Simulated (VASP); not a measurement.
Input of a VASP 6.6.1 run:

File INCAR:

```
ALGO     = Normal         # electronic algorithm
EDIFF    = 1E-7           # SCF threshold, eV
EDIFFG   = -0.002         # ionic threshold
ENCUT    = 500            # plane-wave cutoff, eV
GGA      = PS             # functional
GGA_COMPAT= False        
IBRION   = 2              # ionic algorithm
ISIF     = 3              # what is computed and relaxed
ISMEAR   = 0              # smearing method
LASPH    = True           # aspherical terms in the spheres
LCHARG   = False          # write CHGCAR
LREAL    = False          # projectors in reciprocal space
LWAVE    = False          # write WAVECAR
NELM     = 120            # most SCF steps
NELMIN   = 4            
NSW      = 100            # ionic steps
PREC     = Accurate       # precision mode
PSTRESS  = 40.0         
SIGMA    = 0.01           # smearing width, eV
```

Contents of KPOINTS:

```
k-points
0
Gamma
  6 6 6
```

POSCAR

```
CsCl
1.0
    4.0653445471      0.0000000000      0.0000000000
    0.0000000000      4.0653445471      0.0000000000
    0.0000000000      0.0000000000      4.0653445471
Cs Cl
1 1
Direct
    0.0000000000      0.0000000000      0.0000000000
    0.5000000000      0.5000000000      0.5000000000
```

Potentials or basis: VASP PAW PBE potentials, release 64 (Cs_sv, Cl).

Launch:

```sh
$ cat potpaw_PBE.64/Cs_sv/POTCAR potpaw_PBE.64/Cl/POTCAR > POTCAR
$ mpirun -np 1 vasp_std > vasp.out
```

(1) Estimate the relaxed volume.

(2) Estimate the band gap on the k mesh.

(3) Predict the space group after relaxing (to 0.1 Å).

Answers

(1) 29.19 Å³/atom.

(2) 4.94 eV.

(3) Pm-3m (No. 221).

Caveat: the cell is relaxed towards a set pressure, so the run minimises the enthalpy, not the energy; the PAW data sets were made with another functional, which shifts forces and pressure a little; spin-orbit coupling is left out, which moves the levels of the heavy elements.
